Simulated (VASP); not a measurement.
# Ta32F (a cell with a defect) in VASP: single point with PBE

Aim: the single point of Ta32F (a cell with a defect) with PBE.

Everything below comes from runs of VASP 6.6.1. Logs are shortened: lines on timing, memory, paths and dates and some standing lists are left out, and cuts for length are marked.

**1. The cell of the first run**

The cell holds a defect, 33 atoms: a = 9.392 Å, b = 9.392 Å, c = 9.392 Å, α = 60.00°, β = 60.00°, γ = 60.00°.

**2. Single point, PBE**

Input file INCAR:

```
  ALGO = Normal
  EDIFF = 1E-6
  ENCUT = 520
  GGA = PE
  ISIF = 2
  ISMEAR = 1
  LASPH = True
  LCHARG = False
  LREAL = Auto
  LWAVE = False
  NBANDS = 202
  NELM = 80
  PREC = Accurate
  SIGMA = 0.1
```

Input file KPOINTS:

```
k-points
0
Gamma
  1 1 1
```

Input file POSCAR:

```
Ta32F
1.0
    0.0000000000      6.6414755500      6.6414755500
    6.6414755500      0.0000000000      6.6414755500
    6.6414755500      6.6414755500      0.0000000000
Ta F
32 1
Direct
    0.0008095340      0.0004469639     -0.0001166157
    0.1240180731      0.1240290646      0.1272923454
    0.2516386588      0.2458714163      0.2467871767
    0.3977094367      0.3569943881      0.3464375473
   -0.0043709413      0.0081475117      0.5018727352
    0.1262665192      0.1253307332      0.6251893828
    0.2483070197      0.2350799891      0.7652386825
    0.3742657759      0.3754206398      0.8774009565
   -0.0031301026      0.5017966979      0.0058361278
    0.1279316612      0.6230668123      0.1246626587
    0.2499309811      0.7567088762      0.2436033210
    0.3741537526      0.8745603227      0.3759104406
   -0.0058072185      0.4993868418      0.5009146650
    0.1008751737      0.6537708326      0.6433577852
    0.2499301529      0.7524385150      0.7535156852
    0.3750515953      0.8730168404      0.8762543739
    0.4984579820     -0.0009334522      0.0012665107
    0.6317811409      0.1166412485      0.1212713943
    0.7555669613      0.2467890588      0.2478852008
    0.8763773135      0.3762384550      0.3751817621
    0.5041867541     -0.0055007355      0.4984949467
    0.6267953512      0.1228808258      0.6248519578
    0.7514437059      0.2498002119      0.7505148461
    0.8765045442      0.3751132533      0.8749407351
    0.5053447046      0.4984564763     -0.0078516438
    0.6243410773      0.6244082311      0.1256988743
    0.7498251650      0.7500785725      0.2502385934
    0.8753762558      0.8756099388      0.3772363507
    0.5103059515      0.5016940098      0.4986050878
    0.6275015196      0.6251368342      0.6240224734
    0.7439787985      0.7535564894      0.7544049454
    0.8693970875      0.8789999234      0.8836737342
    0.2759771509      0.4598051257      0.5405039096
```

Potentials or basis: VASP PAW PBE potentials, release 64 (Ta_pv, F).

Run with:

```console
cat potpaw_PBE.64/Ta_pv/POTCAR potpaw_PBE.64/F/POTCAR > POTCAR
mpirun -np 1 vasp_gam > vasp.out
```

OUTCAR:

```text
EDIFF = 1E-6
   ENCUT = 520
   GGA = PE
   ISIF = 2
   ISMEAR = 1
   LASPH = True
   LREAL = Auto
   NELM = 80
   PREC = Accurate

 ion  position               nearest neighbor table
   1  0.001  0.000  1.000-  18 2.83  32 2.83   2 2.87  16 2.87  24 2.87   6 2.87  28 2.89  10 2.89
                             7 3.20  11 3.27  19 3.28  15 3.28  23 3.31  27 3.33
   2  0.124  0.124  0.127-   7 2.78  11 2.82  19 2.83   3 2.83   1 2.87  17 2.87   5 2.87   9 2.90
                            28 3.30  12 3.31  24 3.32  20 3.32   8 3.33  16 3.33
   3  0.252  0.246  0.247-   4 2.75   2 2.83   8 2.83  12 2.85  20 2.88  10 2.89   6 2.90  18 2.92
                            17 3.27   5 3.28   9 3.29  21 3.35  25 3.36  13 3.37
   4  0.398  0.357  0.346-  33 2.03  25 2.72   3 2.75  19 2.76  21 2.79  11 3.08  18 3.09  13 3.10
                            29 3.15   7 3.21  10 3.28  26 3.30   6 3.36  22 3.38
   5  0.996  0.008  0.502-  14 2.72  20 2.82  22 2.83   6 2.85   2 2.87  28 2.90  12 2.90  32 2.93
                            23 3.26   3 3.28  19 3.28  15 3.36  31 3.36  11 3.39
   6  0.126  0.125  0.625-   5 2.85   7 2.86  15 2.86  13 2.87   1 2.87  23 2.87  21 2.90   3 2.90
                            24 3.32  16 3.32  20 3.32  12 3.32  32 3.34   4 3.36
   7  0.248  0.235  0.765-  33 2.13   2 2.78  16 2.78  24 2.85   6 2.86   8 2.91  22 2.91   1 3.20
                            14 3.21   4 3.21  17 3.23   9 3.37  21 3.37  13 3.44  29 3.51
   8  0.374  0.375  0.877-  25 2.83   3 2.83  17 2.89  15 2.89  23 2.89   9 2.89   7 2.91  29 2.91
                            10 3.29  18 3.33   2 3.33  30 3.34  22 3.35  14 3.38
   9  0.997  0.502  0.006-  14 2.79  20 2.83  10 2.85  26 2.86  32 2.89   8 2.89   2 2.90  24 2.90
[... 32 lines left out ...]
                            23 3.26  31 3.28  15 3.28  19 3.36   3 3.36  11 3.39
  26  0.624  0.624  0.126-  31 2.85   9 2.86  29 2.86  11 2.87  17 2.87  27 2.88  19 2.90  25 2.90
                             4 3.30  16 3.31  32 3.32  24 3.32  12 3.32  20 3.33
  27  0.750  0.750  0.250-  18 2.81  32 2.81  30 2.87  20 2.87  12 2.88  26 2.88  28 2.90  10 2.90
                            29 3.24  21 3.27   9 3.27  13 3.29  17 3.32   1 3.33
  28  0.875  0.876  0.377-  19 2.85  21 2.85  11 2.87  13 2.89  31 2.89   1 2.89   5 2.90  27 2.90
                            14 3.28  22 3.29   2 3.30  30 3.31  18 3.32  10 3.35
  29  0.510  0.502  0.499-  33 2.24  30 2.81  20 2.81  12 2.86  26 2.86   8 2.91  22 2.91  14 3.15
                             4 3.15  27 3.24  23 3.28  19 3.36  15 3.36  11 3.42   7 3.51
  30  0.628  0.625  0.624-  29 2.81  13 2.81  25 2.82  21 2.83  27 2.87  23 2.88  31 2.88  15 2.90
                            20 3.31  28 3.31  24 3.32  16 3.32  12 3.33   8 3.34
  31  0.744  0.754  0.754-  14 2.75  16 2.83  22 2.83  26 2.85  30 2.88  28 2.89  24 2.90  32 2.92
                            17 3.27  25 3.28  21 3.29   9 3.35   5 3.36  13 3.37
  32  0.869  0.879  0.884-  27 2.81   1 2.83  23 2.84  17 2.85   9 2.89  31 2.92  15 2.92   5 2.93
                            14 3.09  18 3.16  10 3.32  26 3.32  22 3.33   6 3.34
  33  0.276  0.460  0.541-  14 2.03   4 2.03   7 2.13  29 2.24  13 2.67

  LATTYP: Found a face centered cubic cell.
 ALAT       =    13.2829511000

  Lattice vectors:

 A1 = (   0.0000000000,   6.6414755500,   6.6414755500)
 A2 = (   6.6414755500,   0.0000000000,   6.6414755500)
 A3 = (   6.6414755500,   6.6414755500,   0.0000000000)

Analysis of symmetry for initial positions (statically):
=====================================================================
 Subroutine PRICEL returns:
 Original cell was already a primitive cell.

 Routine SETGRP: Setting up the symmetry group for a
 face centered cubic supercell.

 Subroutine GETGRP returns: Found  1 space group operations
 (whereof  1 operations were pure point group operations)
 out of a pool of 48 trial point group operations.

The static configuration has the point symmetry C_1 .

Analysis of symmetry for dynamics (positions and initial velocities):
=====================================================================
 Subroutine PRICEL returns:
 Original cell was already a primitive cell.

 Routine SETGRP: Setting up the symmetry group for a
 face centered cubic supercell.

 Subroutine GETGRP returns: Found  1 space group operations
 (whereof  1 operations were pure point group operations)
 out of a pool of 48 trial point group operations.

The dynamic configuration has the point symmetry C_1 .

 Subroutine INISYM returns: Found  1 space group operations
 (whereof  1 operations are pure point group operations),
 and found     1 'primitive' translations

----------------------------------------------------------------------------------------

                                     Primitive cell

  volume of cell :     585.9003

  direct lattice vectors                    reciprocal lattice vectors
     0.000000000  6.641475550  6.641475550    -0.075284475  0.075284475  0.075284475
[... 86 lines left out ...]

  Cartesian coordinates                     Fractional coordinates (reciprocal lattice)
    -0.075284475  0.075284475  0.075284475     1.000000000  0.000000000  0.000000000
     0.075284475 -0.075284475  0.075284475     0.000000000  1.000000000  0.000000000
     0.075284475  0.075284475 -0.075284475     0.000000000  0.000000000  1.000000000

  Length of vectors
     0.130396536  0.130396536  0.130396536

  Shift w.r.t. Gamma in fractional coordinates (k-lattice)
     0.000000000  0.000000000  0.000000000

 Subroutine IBZKPT returns following result:
 ===========================================

 Found      1 irreducible k-points:

 Following reciprocal coordinates:
            Coordinates               Weight
  0.000000  0.000000  0.000000      1.000000
   k-points           NKPTS =      1   k-points in BZ     NKDIM =      1   number of bands    NBANDS=    202
   number of dos      NEDOS =    301   number of ions     NIONS =     33
   total plane-waves  NPLWV = 343000
   dimension x,y,z NGX =    70 NGY =   70 NGZ =   70
   dimension x,y,z NGXF=   140 NGYF=  140 NGZF=  140
   ions per type =              32   1
   NGX,Y,Z   is equivalent  to a cutoff of  12.39, 12.39, 12.39 a.u.
   NGXF,Y,Z  is equivalent  to a cutoff of  24.78, 24.78, 24.78 a.u.
 SYSTEM =  unknown system
   PREC   = accura    normal or accurate (medium, high low for compatibility)
   ISTART =      0    job   : 0-new  1-cont  2-samecut
   ICHARG =      2    charge: 1-file 2-atom 10-const
   ISPIN  =      1    spin polarized calculation?
   LNONCOLLINEAR =      F non collinear calculations
   LSORBIT =      F    spin-orbit coupling
   LASPH  =      T    aspherical Exc in radial PAW
   ENCUT  =  520.0 eV  38.22 Ry    6.18 a.u.  17.46 17.46 17.46*2*pi/ulx,y,z
   NELM   =     80;   NELMIN=  2; NELMDL= -5     # of ELM steps
   EDIFF  = 0.1E-05   stopping-criterion for ELM
   LREAL  =      T    real-space projection
   EDIFFG = 0.1E-04   stopping-criterion for IOM
   NSW    =      0    number of steps for IOM
   IBRION =     -1    ionic relax: 0-MD 1-quasi-New 2-CG
   NFREE  =      0    steps in history (QN), initial steepest desc. (CG)
   ISIF   =      2    stress and relaxation
   ISYM   =      2    0-nonsym 1-usesym 2-fastsym
   POTIM  = 0.5000    time-step for ionic-motion
   TEBEG  =    0.0;   TEEND  =   0.0 temperature during run
   PSTRESS=    0.0 pullay stress
   NELECT =     359.0000    total number of electrons
   NUPDOWN=      -1.0000    fix difference up-down
   EMIN   =  10.00;   EMAX   =-10.00  energy-range for DOS
   EFERMI =   0.00;   METHOD = LEGACY
   ISMEAR =     1;   SIGMA  =   0.10  broadening in eV -4-tet -1-fermi 0-gaus
   EFERMI_NEDOS =   21; number of points for ismear=-14 and -15
   IALGO  =     38    algorithm
   IMIX   =      4    mixing-type and parameters
     AMIX     =   0.40;   BMIX     =  1.00
     AMIX_MAG =   1.60;   BMIX_MAG =  1.00
  volume/ion in A,a.u.               =      17.75       119.81
  Fermi-wavevector in a.u.,A,eV,Ry     =   1.390481  2.627628 26.306014  1.933438
  Thomas-Fermi vector in A             =   2.514412
   LORBIT       =      0    0 simple, 1 ext, 2 COOP (PROOUT), +10 PAW based schemes
   GGA     = PE    functional components
   LHFCALC =     F    Hartree Fock is set to
   AEXX    =    0.0000 exact exchange contribution
   IVDW    =     0    specifies the selected vdW correction
   LEPSILON=     F    determine dielectric tensor
   LRPA    =     F    only Hartree local field effects (RPA)
 non-spin polarized calculation
 Methfessel and Paxton  Order N= 1 SIGMA  =   0.10
  energy-cutoff  :      520.00
  volume of cell :      585.90
 maximum number of plane-waves:      7833
 NGX is ok and might be reduce to    70
   NGX = 35   NGY = 35   NGZ = 35

 number of electron     359.0000000 magnetization

 Free energy of the ion-electron system (eV)
  ---------------------------------------------------
  ext. energy  EPLUGINS =         0.00000000
  ---------------------------------------------------
  free energy    TOTEN  =      -395.35530199 eV

  energy without entropy =     -395.33142966  energy(sigma->0) =     -395.34734455

 E-fermi :   5.5347     XC(G=0): -12.5795

 val. band max:        5.3411855705   @ k =   0.0000   0.0000   0.0000
 cond. band min:       5.5358753990   @ k =   0.0000   0.0000   0.0000
 fundamental gap:      0.1946898285
 Fermi energy:         5.5347176419

 k-point     1 :       0.0000    0.0000    0.0000
  band No.  band energies     occupation
      1     -29.3497      2.00000
      2     -28.9910      2.00000
      3     -28.9005      2.00000
      4     -28.8655      2.00000
      5     -28.8046      2.00000
      6     -28.7781      2.00000
[... 183 lines left out ...]
    190       6.7123     -0.00000
    191       6.7441     -0.00000
 [bands above 191 left out]

------------------------ aborting loop because EDIFF is reached ----------------------------------------

  FORCE on cell =-STRESS in cart. coord.  units (eV):
  Direction    XX          YY          ZZ          XY          YZ          ZX
  --------------------------------------------------------------------------------------
  -------------------------------------------------------------------------------------
  Total      -16.9973016    -25.9460285    -23.1249722      0.0026164     -1.0101493     -0.0043353
  in kB      -46.4800764    -70.9508730    -63.2365359      0.0071548     -2.7623101     -0.0118550
  external PRESSURE =     -60.2224951 kB  Pullay stress =       0.0000000 kB

 VOLUME and BASIS-vectors are now :
 -----------------------------------------------------------------------------
  energy-cutoff  :      520.00
  volume of cell :      585.90
      direct lattice vectors                 reciprocal lattice vectors
     0.000000000  6.641475550  6.641475550    -0.075284475  0.075284475  0.075284475
     6.641475550  0.000000000  6.641475550     0.075284475 -0.075284475  0.075284475
     6.641475550  6.641475550  0.000000000     0.075284475  0.075284475 -0.075284475

 POSITION                                       TOTAL-FORCE (eV/Angst)
 -----------------------------------------------------------------------------------
      6.64367      6.64608      0.00835        -0.002474     -0.009663      0.004492
      1.66914      1.66907      1.64740        -0.001524      0.007562      0.003068
      3.27198      3.31028      3.30420        -0.012637     -0.003075      0.007591
      4.67183      4.94223      5.01235        -0.077817      0.008299     -0.020946
      3.38729      9.94562      6.66656         0.009513     -0.000424      0.001423
      4.98456      4.99078      1.67098         0.008823      0.008986      0.010251
[... 25 lines left out ...]
     11.70675     11.64298     11.61194         0.024424      0.004898      0.007753
      6.64353      5.42264      4.88668        -0.006721     -0.121952      0.020208
 -----------------------------------------------------------------------------------
    total drift:                                0.003048      0.010897     -0.008899

  FREE ENERGIE OF THE ION-ELECTRON SYSTEM (eV)
  ---------------------------------------------------
  free  energy   TOTEN  =      -395.3553019919 eV

  energy  without entropy=     -395.3314296612  energy(sigma->0) =     -395.34734455
```

Wall time 4.7 min (1 thread of AMD EPYC 9R14 (Zen 4), shared host); peak memory 0.65 GiB.

What came out:

- Free energy: -395.3553 eV
- Pressure: -6.0 GPa
- Largest force: 0.124 eV/Å

Forces on the atoms (eV/Å):
```
Ta  -0.002 -0.010  0.004
Ta  -0.002  0.008  0.003
Ta  -0.013 -0.003  0.008
Ta  -0.078  0.008 -0.021
Ta   0.010  0.000  0.001
Ta   0.009  0.009  0.010
Ta  -0.001  0.009 -0.021
Ta   0.014 -0.006  0.001
Ta   0.002  0.011  0.001
Ta  -0.003  0.012  0.001
Ta  -0.001 -0.001  0.019
Ta  -0.007  0.002 -0.012
Ta  -0.001 -0.007 -0.014
Ta   0.089  0.001 -0.017
Ta   0.007  0.013  0.007
Ta   0.005  0.006  0.002
Ta  -0.003  0.009 -0.004
Ta  -0.022  0.006  0.006
Ta  -0.011  0.011  0.009
Ta   0.014 -0.002 -0.006
Ta  -0.005  0.011  0.001
Ta  -0.009 -0.004  0.002
Ta  -0.002  0.011  0.004
Ta  -0.005  0.008  0.009
Ta  -0.014 -0.004  0.003
Ta   0.010  0.004 -0.014
Ta  -0.002  0.004 -0.011
Ta   0.005  0.010  0.001
Ta   0.000  0.001  0.001
Ta  -0.011  0.000 -0.009
Ta   0.009  0.000  0.007
Ta   0.024  0.005  0.008
F   -0.007 -0.122  0.020
```

Caveat: the k points lie up to 0.82 Å⁻¹ apart; spin-orbit coupling is left out, which moves the levels of the heavy elements; an odd number of electrons without spin polarisation forces a metal; a magnetic or distorted state may lie lower.
